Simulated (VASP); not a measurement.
# NiO (Pm-3m) in VASP: a series of runs

The runs below take NiO through single point, relaxation of cell and atoms, with r2SCAN.

Program: VASP 6.6.1. These are calculated values, not measurements. Logs are shortened: lines on timing, memory, paths and dates and some standing lists are left out, and cuts for length are marked.

## Step 1: The cell of the first run

It takes space group Pm-3m (No. 221, cubic). Conventional cell: a = 2.587 Å, b = 2.587 Å, c = 2.587 Å, α = 90.00°, β = 90.00°, γ = 90.00°. Within 3.0 Å of Ni (site symmetry m-3m) lie 8 O at 2.24 Å and 6 Ni at 2.59 Å. Within 3.0 Å of O (site symmetry m-3m) lie 8 Ni at 2.24 Å and 6 O at 2.59 Å.

## Step 2: Single point, r2SCAN, collinear spin, ferromagnetic start

Input file POSCAR:

```
NiO
1.0
    2.5874353875      0.0000000000      0.0000000000
    0.0000000000      2.5874353875      0.0000000000
    0.0000000000      0.0000000000      2.5874353875
Ni O
1 1
Direct
    0.0000000000      0.0000000000      0.0000000000
    0.5000000000      0.5000000000      0.5000000000
```

Input file INCAR.step1:

```
PREC = Accurate ; ENCUT = 520
ISMEAR = 0 ; SIGMA = 0.1
LREAL = F ; LASPH = T
NELM = 150 ; ISPIN = 2
MAGMOM = 1.67 0.56 ; LMAXMIX = 4
NBANDS = 19 ; GGA = PE
ALGO = Normal ; EDIFF = 1E-4
LWAVE = T ; LCHARG = F
```

Input file INCAR.step2:

```
PREC = Accurate ; ENCUT = 520
EDIFF = 1E-7 ; ISMEAR = 0
SIGMA = 0.1 ; LREAL = F
LASPH = T ; NELM = 150
ALGO = Normal ; ISIF = 2
LWAVE = F ; LCHARG = T
ISPIN = 2 ; MAGMOM = 1.67 0.56
LORBIT = 11 ; LMAXMIX = 4
METAGGA = R2SCAN ; LMIXTAU = T
LELF = T ; LVHAR = T
NBANDS = 19 ; ISTART = 1
```

Input file KPOINTS:

```
regular mesh
0
Gamma
  6 6 6
```

Potentials or basis: VASP PAW PBE potentials, release 64 (Ni, O).

The run is started by

```bash
> cat potpaw_PBE.64/Ni/POTCAR potpaw_PBE.64/O/POTCAR > POTCAR
> cp INCAR.step1 INCAR
> mpirun -np 1 vasp_std > vasp.out
> cp INCAR.step2 INCAR
> mpirun -np 1 vasp_std > vasp.out
```

OUTCAR:

```text
PREC = Accurate
   ENCUT = 520
   EDIFF = 1E-7
   ISMEAR = 0
   LREAL = F
   LASPH = T
   NELM = 150
   ISIF = 2
   ISPIN = 2
   LORBIT = 11
   METAGGA = R2SCAN
   ISTART = 1

 ion  position               nearest neighbor table
   1  0.000  0.000  0.000-   2 2.24   2 2.24   2 2.24   2 2.24   2 2.24   2 2.24   2 2.24   2 2.24

   2  0.500  0.500  0.500-   1 2.24   1 2.24   1 2.24   1 2.24   1 2.24   1 2.24   1 2.24   1 2.24

  LATTYP: Found a simple cubic cell.
 ALAT       =     2.5874353875

  Lattice vectors:

 A1 = (   2.5874353875,   0.0000000000,   0.0000000000)
 A2 = (   0.0000000000,   2.5874353875,   0.0000000000)
 A3 = (   0.0000000000,   0.0000000000,   2.5874353875)

Analysis of symmetry for initial positions (statically):
=====================================================================
 Subroutine PRICEL returns:
 Original cell was already a primitive cell.

 Routine SETGRP: Setting up the symmetry group for a
 simple cubic supercell.

 Subroutine GETGRP returns: Found 48 space group operations
 (whereof 48 operations were pure point group operations)
 out of a pool of 48 trial point group operations.

The static configuration has the point symmetry O_h .

Analysis of symmetry for dynamics (positions and initial velocities):
=====================================================================
 Subroutine PRICEL returns:
 Original cell was already a primitive cell.

 Routine SETGRP: Setting up the symmetry group for a
 simple cubic supercell.

 Subroutine GETGRP returns: Found 48 space group operations
 (whereof 48 operations were pure point group operations)
 out of a pool of 48 trial point group operations.

The dynamic configuration has the point symmetry O_h .

Analysis of structural, dynamic, and magnetic symmetry:
=====================================================================
 Subroutine PRICEL returns:
 Original cell was already a primitive cell.

 Routine SETGRP: Setting up the symmetry group for a
 simple cubic supercell.

 Subroutine GETGRP returns: Found 48 space group operations
 (whereof 48 operations were pure point group operations)
 out of a pool of 48 trial point group operations.

The overall configuration has the point symmetry O_h .

 Subroutine INISYM returns: Found 48 space group operations
 (whereof 48 operations are pure point group operations),
 and found     1 'primitive' translations

----------------------------------------------------------------------------------------

                                     Primitive cell

  volume of cell :      17.3224

  direct lattice vectors                    reciprocal lattice vectors
     2.587435387  0.000000000  0.000000000     0.386483081  0.000000000  0.000000000
     0.000000000  2.587435387  0.000000000     0.000000000  0.386483081  0.000000000
     0.000000000  0.000000000  2.587435387     0.000000000  0.000000000  0.386483081

  length of vectors
     2.587435387  2.587435387  2.587435387     0.386483081  0.386483081  0.386483081

  position of ions in fractional coordinates (direct lattice)
     0.000000000  0.000000000  0.000000000
     0.500000000  0.500000000  0.500000000

  ion indices of the primitive-cell ions
   primitive index   ion index
                 1           1
                 2           2

----------------------------------------------------------------------------------------

 KPOINTS: regular mesh

Automatic generation of k-mesh.
 Grid dimensions read from file:
 generate k-points for:    6    6    6

 Generating k-lattice:

  Cartesian coordinates                     Fractional coordinates (reciprocal lattice)
     0.064413847  0.000000000  0.000000000     0.166666667  0.000000000  0.000000000
     0.000000000  0.064413847  0.000000000     0.000000000  0.166666667  0.000000000
     0.000000000  0.000000000  0.064413847     0.000000000  0.000000000  0.166666667

  Length of vectors
     0.064413847  0.064413847  0.064413847

  Shift w.r.t. Gamma in fractional coordinates (k-lattice)
     0.000000000  0.000000000  0.000000000

 Subroutine IBZKPT returns following result:
 ===========================================

 Found     20 irreducible k-points:

 Following reciprocal coordinates:
            Coordinates               Weight
  0.000000  0.000000  0.000000      1.000000
  0.166667  0.000000  0.000000      6.000000
  0.333333  0.000000  0.000000      6.000000
  0.500000  0.000000  0.000000      3.000000
  0.166667  0.166667  0.000000     12.000000
  0.333333  0.166667  0.000000     24.000000
[... 12 lines left out ...]
  0.500000  0.500000  0.333333      6.000000
  0.500000  0.500000  0.500000      1.000000
   k-points           NKPTS =     20   k-points in BZ     NKDIM =     20   number of bands    NBANDS=     19
   number of dos      NEDOS =    301   number of ions     NIONS =      2
   total plane-waves  NPLWV =   8000
   dimension x,y,z NGX =    20 NGY =   20 NGZ =   20
   dimension x,y,z NGXF=    40 NGYF=   40 NGZF=   40
   ions per type =               1   1
   NGX,Y,Z   is equivalent  to a cutoff of  12.85, 12.85, 12.85 a.u.
   NGXF,Y,Z  is equivalent  to a cutoff of  25.70, 25.70, 25.70 a.u.
 SYSTEM =  unknown system
   PREC   = accura    normal or accurate (medium, high low for compatibility)
   ISTART =      1    job   : 0-new  1-cont  2-samecut
   ICHARG =      0    charge: 1-file 2-atom 10-const
   ISPIN  =      2    spin polarized calculation?
   LNONCOLLINEAR =      F non collinear calculations
   LSORBIT =      F    spin-orbit coupling
   LASPH  =      T    aspherical Exc in radial PAW
   ENCUT  =  520.0 eV  38.22 Ry    6.18 a.u.   4.81  4.81  4.81*2*pi/ulx,y,z
   NELM   =    150;   NELMIN=  2; NELMDL=  0     # of ELM steps
   EDIFF  = 0.1E-06   stopping-criterion for ELM
   LREAL  =      F    real-space projection
   EDIFFG = 0.1E-05   stopping-criterion for IOM
   NSW    =      0    number of steps for IOM
   IBRION =     -1    ionic relax: 0-MD 1-quasi-New 2-CG
   NFREE  =      0    steps in history (QN), initial steepest desc. (CG)
   ISIF   =      2    stress and relaxation
   ISYM   =      2    0-nonsym 1-usesym 2-fastsym
   POTIM  = 0.5000    time-step for ionic-motion
   TEBEG  =    0.0;   TEEND  =   0.0 temperature during run
   PSTRESS=    0.0 pullay stress
   NELECT =      16.0000    total number of electrons
   NUPDOWN=      -1.0000    fix difference up-down
   EMIN   =  10.00;   EMAX   =-10.00  energy-range for DOS
   EFERMI =   0.00;   METHOD = LEGACY
   ISMEAR =     0;   SIGMA  =   0.10  broadening in eV -4-tet -1-fermi 0-gaus
   EFERMI_NEDOS =   21; number of points for ismear=-14 and -15
   IALGO  =     38    algorithm
   IMIX   =      4    mixing-type and parameters
     AMIX     =   0.40;   BMIX     =  1.00
     AMIX_MAG =   1.60;   BMIX_MAG =  1.00
  volume/ion in A,a.u.               =       8.66        58.45
  Fermi-wavevector in a.u.,A,eV,Ry     =   1.594332  3.012850 34.584556  2.541893
  Thomas-Fermi vector in A             =   2.692423
   LORBIT       =     11    0 simple, 1 ext, 2 COOP (PROOUT), +10 PAW based schemes
   METAGGA = R2SCAN    functional components
   LHFCALC =     F    Hartree Fock is set to
   AEXX    =    0.0000 exact exchange contribution
   IVDW    =     0    specifies the selected vdW correction
   LEPSILON=     F    determine dielectric tensor
   LRPA    =     F    only Hartree local field effects (RPA)
 spin polarized calculation
 Gauss-broadening in eV      SIGMA  =   0.10
  energy-cutoff  :      520.00
  volume of cell :       17.32
 maximum number of plane-waves:       480
 NGX is ok and might be reduce to    20
   NGX =  9   NGY =  9   NGZ =  9

 number of electron      16.0000029 magnetization       2.0000041

 Free energy of the ion-electron system (eV)
  ---------------------------------------------------
  ext. energy  EPLUGINS =         0.00000000
  ---------------------------------------------------
  free energy    TOTEN  =       -18.43662272 eV

  energy without entropy =      -18.42650693  energy(sigma->0) =      -18.43156483

 E-fermi :   8.2580     XC(G=0): -13.8633

 val. band max:        8.2377265584   @ k =   0.5000   0.1667   0.0000
 cond. band min:       8.2671705206   @ k =   0.5000   0.3333   0.1667
 fundamental gap:      0.0294439622
 Fermi energy:         8.2580331235

 spin component 1

 k-point     1 :       0.0000    0.0000    0.0000
  band No.  band energies     occupation
      1     -13.3868      1.00000
      2       4.1291      1.00000
      3       4.1291      1.00000
      4       5.1988      1.00000
      5       5.1988      1.00000
      6       5.1988      1.00000
[... 11 lines left out ...]
     18      42.3721      0.00000
     19      43.2922      0.00000
[... 397 lines left out ...]
 k-point    20 :       0.5000    0.5000    0.5000
  band No.  band energies     occupation
      1     -10.4867      1.00000
      2       0.7471      1.00000
      3       0.7471      1.00000
      4       0.7471      1.00000
      5       6.6134      1.00000
      6       6.6134      1.00000
[... 11 lines left out ...]
     18      50.5838      0.00000
     19      54.3562      0.00000
 Fermi energy:         8.2580331235

 spin component 2

 k-point     1 :       0.0000    0.0000    0.0000
  band No.  band energies     occupation
      1     -12.5242      1.00000
      2       4.9653      1.00000
      3       4.9656      1.00000
      4       6.3427      1.00000
      5       6.3427      1.00000
      6       6.3427      1.00000
[... 11 lines left out ...]
     18      42.6927      0.00000
     19      43.8883      0.00000
[... 397 lines left out ...]
 k-point    20 :       0.5000    0.5000    0.5000
  band No.  band energies     occupation
      1      -9.2758      1.00000
      2       2.0092      1.00000
      3       2.0094      1.00000
      4       2.0094      1.00000
      5       7.7374      1.00000
      6       7.7376      1.00000
[... 11 lines left out ...]
     18      54.8672      0.00000
     19      54.8701      0.00000

------------------------ aborting loop because EDIFF is reached ----------------------------------------

  FORCE on cell =-STRESS in cart. coord.  units (eV):
  Direction    XX          YY          ZZ          XY          YZ          ZX
  --------------------------------------------------------------------------------------
  -------------------------------------------------------------------------------------
  Total        0.0162787      0.0162787      0.0162787      0.0000000      0.0000000      0.0000000
  in kB        1.5056423      1.5056423      1.5056423      0.0000000      0.0000000      0.0000000
  external PRESSURE =       1.5056423 kB  Pullay stress =       0.0000000 kB

 VOLUME and BASIS-vectors are now :
 -----------------------------------------------------------------------------
  energy-cutoff  :      520.00
  volume of cell :       17.32
      direct lattice vectors                 reciprocal lattice vectors
     2.587435387  0.000000000  0.000000000     0.386483081  0.000000000  0.000000000
     0.000000000  2.587435387  0.000000000     0.000000000  0.386483081  0.000000000
     0.000000000  0.000000000  2.587435387     0.000000000  0.000000000  0.386483081

 POSITION                                       TOTAL-FORCE (eV/Angst)
 -----------------------------------------------------------------------------------
      0.00000      0.00000      0.00000         0.000000      0.000000      0.000000
      1.29372      1.29372      1.29372         0.000000      0.000000      0.000000
 -----------------------------------------------------------------------------------
    total drift:                                0.000000      0.000000      0.000000

  FREE ENERGIE OF THE ION-ELECTRON SYSTEM (eV)
  ---------------------------------------------------
  free  energy   TOTEN  =       -18.4366227236 eV

  energy  without entropy=      -18.4265069281  energy(sigma->0) =      -18.43156483

 total charge

# of ion       s       p       d       tot
------------------------------------------
    1        0.309   0.366   8.256   8.930
    2        1.591   3.364   0.000   4.955
--------------------------------------------------
tot          1.899   3.730   8.256  13.885

 magnetization (x)

# of ion       s       p       d       tot
------------------------------------------
    1       -0.011  -0.008   1.502   1.483
    2        0.014   0.474   0.000   0.488
--------------------------------------------------
tot          0.003   0.467   1.502   1.971
```

It took 56 s on 1 thread of Intel Xeon 8259CL, shared host; peak memory 0.14 GiB.

What came out:

| Property | Result |
| --- | --- |
| Free energy | -18.4366 eV |
| Pressure | 0.2 GPa |
| Band gap on the k mesh | zero (filled and empty bands overlap) |
| Net moment | 2.00 μB per cell |
| Site moments | Ni +1.48; O +0.49 μB |
| Valence electrons inside the program's atomic spheres | Ni 8.93; O 4.96 |

Caveat: the k points lie up to 0.40 Å⁻¹ apart, too coarse for converged energies and pressures of a metal; the PAW data sets were made with another functional, which shifts forces and pressure a little; a cell with one magnetic atom can't hold antiferromagnetic order, which such compounds often take; semilocal functionals often make such compounds metallic where correlation or magnetic order opens a gap, which also shifts bond lengths.

## Step 3: Relaxation of cell and atoms, r2SCAN, collinear spin, ferromagnetic start

This run uses another cell than the first one, of 9.30 Å³/atom.

Input file POSCAR:

```
NiO
1.0
    2.6497852425      0.0000000000      0.0000000000
    0.0000000000      2.6497852425      0.0000000000
    0.0000000000      0.0000000000      2.6497852425
Ni O
1 1
Direct
    0.0000000000      0.0000000000      0.0000000000
    0.5000000000      0.5000000000      0.5000000000
```

Input file INCAR.step1:

```
ALGO = Normal
EDIFF = 1E-4
ENCUT = 600
GGA = PE
ISMEAR = 0
ISPIN = 2
LASPH = True
LCHARG = False
LMAXMIX = 4
LREAL = False
LWAVE = True
MAGMOM = 1.67 0.56
NELM = 150
PREC = Accurate
SIGMA = 0.1
```

Input file INCAR.step2:

```
ALGO = Normal
EDIFF = 1E-6
EDIFFG = -0.04
ENCUT = 600
IBRION = 2
ISIF = 3
ISMEAR = 0
ISPIN = 2
ISTART = 1
LASPH = True
LCHARG = False
LMAXMIX = 4
LMIXTAU = True
LORBIT = 11
LREAL = False
LWAVE = False
MAGMOM = 1.67 0.56
METAGGA = R2SCAN
NELM = 150
NSW = 90
PREC = Accurate
SIGMA = 0.1
```

Input file KPOINTS:

```
k-points
0
Gamma
  6 6 6
```

Potentials or basis: VASP PAW PBE potentials, release 64 (Ni, O).

The run is started by

```bash
> cat potpaw_PBE.64/Ni/POTCAR potpaw_PBE.64/O/POTCAR > POTCAR
> cp INCAR.step1 INCAR
> mpirun -np 1 vasp_std > vasp.out
> cp INCAR.step2 INCAR
> mpirun -np 1 vasp_std > vasp.out
```

Run time: 1.7 min. Hardware: 1 thread of Intel Xeon 8259CL, shared host; peak memory 0.17 GiB.

The run converged. Its results:

```yaml
Free_energy: -18.4436 eV
Relaxed_volume: 8.65 Å³/atom
Relaxed_cell: a = 2.586 Å, b = 2.586 Å, c = 2.586 Å, α = 90.00°, β = 90.00°, γ = 90.00°
Space_group_after_relaxing_to_0.1_Å: Pm-3m (No. 221)
Energy_gained_by_relaxing: 29.1 meV/atom
Ionic_steps: 3
Pressure_after_relaxing: 0.1 GPa
Band_gap_on_the_k_mesh: zero (filled and empty bands overlap)
Net_moment: 2.00 μB per cell
Site_moments: Ni +1.48; O +0.49 μB
Valence_electrons_inside_the_program's_atomic_spheres: Ni 8.93; O 4.95
```

Step by step:
```csv
step,energy change (eV),largest force (eV/Å),pressure (GPa),volume (Å³)
1,0.0000,0.0000,-13.19,18.61
2,-0.0387,0.0000,9.68,16.62
3,-0.0582,0.0000,0.13,17.30
```

Final structure:
```
Ni O
1.0
     2.58615    0.00000    0.00000
     0.00000    2.58615    0.00000
     0.00000    0.00000    2.58615
Ni O
1 1
Direct
  0.00000 0.00000 0.00000
  0.50000 0.50000 0.50000
```

Levels at points of the mesh, in eV from the Fermi level:
Spin up:
```tsv
k point	band 5	band 6	band 7	band 8	band 9	band 10	band 11	band 12	band 13
(0.00, 0.00, 0.00)	-3.06	-3.06	-2.86	-2.86	-2.86	1.29	16.49	16.49	21.38
(0.50, 0.00, 0.00)	-3.84	-2.79	-1.71	-0.62	-0.62	7.13	8.69	17.93	18.84
(0.50, 0.50, 0.00)	-3.38	-3.36	-3.36	-2.11	-1.68	6.05	12.25	12.25	18.00
(0.50, 0.50, 0.50)	-1.64	-1.64	-0.71	-0.71	-0.71	7.60	7.60	7.60	15.09
```
Spin down:
```
           k point  band 3  band 4  band 5  band 6  band 7  band 8  band 9  band 10  band 11  band 12
(0.00, 0.00, 0.00)   -3.30   -1.92   -1.92   -1.92    0.08    0.08    0.08     1.86    16.78    16.78
(0.50, 0.00, 0.00)   -3.01   -3.01   -2.95   -0.57    0.17    1.68    1.68     7.47     9.74    18.12
(0.50, 0.50, 0.00)   -5.85   -2.89   -0.83   -0.65   -0.56   -0.56   -0.55     6.56    12.93    12.94
(0.50, 0.50, 0.50)   -6.26   -6.26   -0.52   -0.52    1.88    1.88    1.88     7.64     7.64     7.64
```

Caveat: the k points lie up to 0.40 Å⁻¹ apart in the final cell, too coarse for converged energies and pressures of a metal; the PAW data sets were made with another functional, which shifts forces and pressure a little; a cell with one magnetic atom can't hold antiferromagnetic order, which such compounds often take; semilocal functionals often make such compounds metallic where correlation or magnetic order opens a gap, which also shifts bond lengths. With open d or f shells a metallic result of r2SCAN can be an artefact of self-interaction; +U or a hybrid may open a gap.
